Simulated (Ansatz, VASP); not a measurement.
**Two plane-wave programs on Fe3Ge**

The input INCAR:

```
PREC = Accurate
ENCUT = 520
EDIFF = 1E-6
ISMEAR = 1
SIGMA = 0.15
LREAL = False
LASPH = True
NELM = 150
ALGO = Normal
ISIF = 2
LWAVE = False
LCHARG = True
ISPIN = 2
MAGMOM = 4.2 4.2 4.2 4.2 4.2 -4.2 0 0
LORBIT = 11
LMAXMIX = 4
GGA = PS
LELF = True
LVHAR = True
NBANDS = 52
```

The input KPOINTS:

```
regular mesh
0
Gamma
  6 6 6
```

POSCAR

```
Fe3Ge
1.0
    0.0000000000      5.7511710000      5.7511710000
    2.8755850000      0.0000000000      2.8755850000
    2.8755850000      2.8755850000      0.0000000000
Fe Ge
6 2
Direct
    0.2500000000      0.5000000000      0.5000000000
    0.1250000000      0.2500000000      0.2500000000
    0.3750000000      0.7500000000      0.7500000000
    0.7500000000      0.5000000000      0.5000000000
    0.6250000000      0.2500000000      0.2500000000
    0.8750000000      0.7500000000      0.7500000000
    0.0000000000      0.0000000000      0.0000000000
    0.5000000000      0.0000000000      0.0000000000
```

Input for Ansatz:

```yaml
crystal:
  lattice:
    - [0.0, 5.751171, 5.751171]
    - [2.875585, 0.0, 2.875585]
    - [2.875585, 2.875585, 0.0]
  atoms:
    - { symbol: Fe, position: [0.25, 0.5, 0.5], spin: 4.2 }
    - { symbol: Fe, position: [0.125, 0.25, 0.25], spin: 4.2 }
    - { symbol: Fe, position: [0.375, 0.75, 0.75], spin: 4.2 }
    - { symbol: Ge, position: [0.0, 0.0, 0.0] }
    - { symbol: Fe, position: [0.75, 0.5, 0.5], spin: 4.2 }
    - { symbol: Fe, position: [0.625, 0.25, 0.25], spin: 4.2 }
    - { symbol: Fe, position: [0.875, 0.75, 0.75], spin: -4.2 }
    - { symbol: Ge, position: [0.5, 0.0, 0.0] }
kpoints:
  mp_grid:
    grid: [6, 6, 6]
    shift: [0.0, 0.0, 0.0]
hamiltonian:
  xc: pbesol
  pseudopotentials:
    kind: paw
magnetization:
  spin_polarized: true
scf:
  occupations:
    method: cold
    width: 0.15
output:
  eigenvalues: true
```

Alike in both runs: task single point; functional PBEsol; k mesh 6 × 6 × 6; collinear spin.

```csv
,VASP,Ansatz
version,VASP 6.6.1,Ansatz 0.2.0
potentials or method,"VASP PAW PBE potentials, release 64 (Fe, Ge_d)","plane waves, PAW"
plane-wave cutoff (eV),520,420
occupations,"methfessel-paxton of order 1, width 0.15 eV","cold, width 0.15 eV"
valence electrons in the cell,76,124
```

```csv
,VASP,Ansatz,Ansatz less VASP
gap on the k mesh at the Fermi level (eV),none,none,-
net moment per atom (μB),1.38,1.37,-0.010
size of the moment on the site where the two differ most (μB),2.54,2.57,+0.031
```

VASP's potentials were made for PBE, not for PBEsol. Site moments also hang on the region over which each program counts them. A gap of «none» marks a metal or a gap that the smearing closes. VASP's potentials hold 76 valence electrons a cell and Ansatz's 124, so a difference there can come from the potentials and not from the codes. Ansatz's warnings: given moment on shells, seeded moment not kept, stability check not made.
